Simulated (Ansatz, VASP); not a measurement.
Given: the input of a run of Ansatz 0.2.0 on O.

File input.yaml:

```yaml
crystal:
  lattice:
    - [3.9434775113, 0.0, 0.0]
    - [0.0, 3.8393239949, 0.0]
    - [-1.0097716349, 0.0, 2.9922798703]
  atoms:
    - { symbol: O, position: [0.332966, 0.305877, 0.181295] }
    - { symbol: O, position: [0.667034, 0.305877, 0.318705] }
    - { symbol: O, position: [0.667034, 0.694123, 0.818705] }
    - { symbol: O, position: [0.332966, 0.694123, 0.681295] }
hamiltonian:
  xc: pbe
  pseudopotentials: { kind: paw }
kpoints:
  mp_grid: { grid: [7, 7, 9] }
scf:
  occupations: { method: fermi_dirac, width: 0.05 }
output:
  forces: true
  stress: true
  eigenvalues: true
```

Potentials or basis: Ansatz PAW.

Run with:

```bash
$ ansatz run input.yaml --threads 2 --pin off --max-ram 5120MiB --backend cpu --events-out ev --progress --plain --runs-dir out
```

**Question.** Set up the same calculation for VASP 6.6.1. Potentials there: VASP PAW PBE potentials, release 64 (O).

**Answer.** As run (the cutoff follows the program's own potentials):

File INCAR:

```
SYSTEM = O
PREC = Accurate ; ENCUT = 520
EDIFF = 1E-7 ; ISMEAR = -1
SIGMA = 0.05 ; LREAL = .FALSE.
LASPH = .TRUE. ; NELM = 60
ALGO = Normal ; ISIF = 2
LWAVE = .FALSE. ; LCHARG = .FALSE.
GGA = PE ; NBANDS = 20
```

File KPOINTS:

```
regular mesh
0
G
  7 7 9
  0 0 0
```

File POSCAR:

```
O
1.0
    3.9434775113      0.0000000000      0.0000000000
    0.0000000000      3.8393239949      0.0000000000
   -1.0097716349      0.0000000000      2.9922798703
O
4
Direct
    0.3329660000      0.3058770000      0.1812950000
    0.6670340000      0.3058770000      0.3187050000
    0.6670340000      0.6941230000      0.8187050000
    0.3329660000      0.6941230000      0.6812950000
```

Potentials or basis: VASP PAW PBE potentials, release 64 (O).

Launch:

```sh
$ cat potpaw_PBE.64/O/POTCAR > POTCAR
$ mpirun -np 1 vasp_std > vasp.out
```

Both were run:

|  | VASP | Ansatz | Ansatz less VASP |
| --- | --- | --- | --- |
| gap on the k mesh at the Fermi level (eV) | 0.64 | 0.64 | +0.001 |
| least direct gap on the mesh (eV) | 0.84 | 0.83 | -0.002 |
| pressure (GPa) | -1.8 | -4.1 | -2.33 |
| traceless stress, the component that is largest in VASP (GPa) | -4.09 | -8.43 | -4.344 |
| rms of the force components (eV/Å) | 0.764 | 1.281 | +0.5172 |

Atom by atom the forces differ by 0.521 eV/Å (rms over components).

Noted on VASP's run: the standard files for N, O and F lose accuracy on very short bonds; spin is off for a triplet molecule. Noted on Ansatz's run: Pulay correction over one GPa; spin is off for a triplet molecule; odd divisions of the mesh miss points on the zone boundary, where band edges often lie, so the gap on the mesh can be too wide.
